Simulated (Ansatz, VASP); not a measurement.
**One calculation of MoS2, two programs**

```
Mo S
1.0
     3.14090    0.00000    0.00000
    -1.57045    2.72010    0.00000
     0.00000    0.00000   21.56850
Mo S
2 4
Cartesian
  1.5705 0.9067 3.1439
  0.0000 1.8134 18.4246
  0.0000 1.8134 4.7019
  1.5705 0.9067 19.9841
  0.0000 1.8134 1.5844
  1.5705 0.9067 16.8666
```

Alike in both runs: functional PBEsol; k mesh 12 × 12 × 2; occupations gaussian, width 0.02 eV; no spin polarisation.

Ansatz relaxed the structure, and its values are those at the end. VASP's run is a single point on that final structure, the one shown.

|  | VASP | Ansatz |
| --- | --- | --- |
| version | VASP 6.6.1 | Ansatz 0.2.0 |
| potentials or method | VASP PAW PBE potentials, release 64 (Mo_sv, S), cutoff 520 eV | scalar-relativistic, plane waves, PAW |
| valence electrons in the cell | 52 | 52 |

```tsv
	VASP	Ansatz	Ansatz less VASP
gap on the k mesh at the Fermi level (eV)	1.39	1.38	-0.013
least direct gap on the mesh (eV)	1.78	1.77	-0.005
```

VASP's potentials were made for PBE, not for PBEsol.
